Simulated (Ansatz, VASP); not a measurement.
SiO2 in VASP and in Ansatz

```
Si O
1.0
     4.98600    0.00000    0.00000
     0.00000    4.98600    0.00000
     0.00000    0.00000    6.97700
Si O
4 8
Direct
  0.29882 0.29882 0.00000
  0.20118 0.79882 0.25000
  0.70118 0.70118 0.50000
  0.79882 0.20118 0.75000
  0.24078 0.10171 0.17663
  0.39829 0.74078 0.42663
  0.75922 0.89829 0.67663
  0.60171 0.25922 0.92663
  0.74078 0.39829 0.57337
  0.89829 0.75922 0.32337
  0.25922 0.60171 0.07337
  0.10171 0.24078 0.82337
```

Alike in both runs: task electric field gradients; functional PBE; k mesh 5 × 5 × 4; occupations fermi-dirac, width 0.02 eV; no spin polarisation.

```csv
,VASP,Ansatz
version,VASP 6.6.1,Ansatz 0.2.0
potentials or method,"VASP PAW PBE potentials, release 64 (Si, O)","plane-wave PAW, scalar-relativistic"
plane-wave cutoff (eV),520,420
valence electrons in the cell,64,64
```

Ansatz gave:

- gap on the k mesh at the Fermi level (eV): 5.77
- pressure (GPa): 6.7
- traceless stress, the component that is largest in VASP (GPa): 0.52
- rms of the force components (eV/Å): 0.224
- size of Vzz on the site where it differs most (V/Å²): 92.1

Task: Estimate VASP's values.

Result: gap on the k mesh at the Fermi level (eV): 5.77; pressure (GPa): 6.9; traceless stress, the component that is largest in VASP (GPa): 0.50; rms of the force components (eV/Å): 0.224; size of Vzz on the site where it differs most (V/Å²): 87.6.

Atom by atom the forces differ by 0.009 eV/Å (rms over components). With one functional, cell and mesh, what is left measures potentials, basis and numerics.
